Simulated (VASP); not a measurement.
Runs of VASP 6.6.1 on Re. The structure is that of space group Pm-3m (No. 221), or close to it. The cells are those of the table. This isn't the form of Re at room conditions, which is hcp.

```csv
task,cell,cutoff (eV),gap on the mesh (eV),pressure (GPa)
single point,"a = 2.426 Å, 1 atom",520,none,59.3
relaxation of cell and atoms,"relaxed to 40 GPa from a = 2.530 Å, 1 atom",600,none,40.0
relaxation of cell and atoms,"relaxed from a = 2.530 Å, 1 atom",600,none,0.0
single point,"a = 2.460 Å, 1 atom",520,none,39.4
relaxation of cell and atoms,"relaxed to 20 GPa from a = 2.530 Å, 1 atom",600,none,19.9
single point,"a = 2.555 Å, 1 atom",520,none,(a)
single point,"a = 2.502 Å, 1 atom",520,none,19.4
```

Alike in all rows: level PBEsol; potentials or basis VASP PAW PBE potentials, release 64 (Re); no spin polarisation; k mesh 16 × 16 × 16; smearing fermi-dirac 0.1 eV.

Estimate the missing entries.

(a) -0.8.

Caveats: the PAW data sets were made with another functional, which shifts forces and pressure a little; spin-orbit coupling is left out, which moves the levels of the heavy elements; the cell stands under pressure (at least some runs); the cell is relaxed towards a set pressure, so the run minimises the enthalpy, not the energy (at least some runs).

A k mesh can miss the band edges, and the runs leave out spin-orbit coupling on Re.

A gap of «none» marks levels without a gap at the run's occupations.
